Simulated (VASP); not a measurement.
Write the native input for VASP 6.6.1 that does the following.

```yaml
Task: single point
Functional: LDA
Potentials_or_basis: VASP PAW LDA potentials, release 64 (Hf_pv, N)
Cutoff: 520 eV
k_mesh: 16 × 16 × 16
Occupations: gaussian, width 0.15 eV
Spin: no spin polarisation
Dipole_correction: no
Further_INCAR_settings: ALGO = Normal; EDIFF = 1e-06; NBANDS = 14
```

The structure of HfN lies in POSCAR:

```
HfN
1.0
    0.0000000000      2.3934514500      2.5775631000
    2.3934514500      0.0000000000      2.5775631000
    2.3934514500      2.3934514500      0.0000000000
Hf N
1 1
Direct
    0.0000000000      0.0000000000      0.0000000000
    0.7500000000      0.7500000000      0.7500000000
```

This cell differs from its parent crystal: strain -0.025 along x and y, +0.050 along z.

One way to write it, as run:

INCAR

```
SYSTEM = HfN
PREC = Accurate ; ENCUT = 520
EDIFF = 1E-6 ; ISMEAR = 0
SIGMA = 0.15 ; LREAL = .FALSE.
LASPH = .TRUE. ; NELM = 100
ALGO = Normal ; ISIF = 2
LWAVE = .FALSE. ; LCHARG = .FALSE.
NBANDS = 14
```

KPOINTS

```
Automatic mesh
0
G
  16 16 16
  0 0 0
```

Potentials or basis: VASP PAW LDA potentials, release 64 (Hf_pv, N).

Run with:

```sh
$ cat potpaw_LDA.64/Hf_pv/POTCAR potpaw_LDA.64/N/POTCAR > POTCAR
$ mpirun -np 1 vasp_std > vasp.out
```

Results of the run:

```json
{
  "Pressure": "-9.9 GPa",
  "Band gap on the k mesh": "zero (an odd number of electrons rules out a gap without spin polarisation)"
}
```

Caveat: the cell differs from its parent crystal (strain -0.025 along x and y, +0.050 along z); the stress differs along the axes, from -18 to -6 GPa; spin-orbit coupling is left out, which moves the levels of the heavy elements.

It took 3.4 min on 1 thread of Intel Xeon 8259CL, with other jobs on the host, peak memory 0.27 GiB.
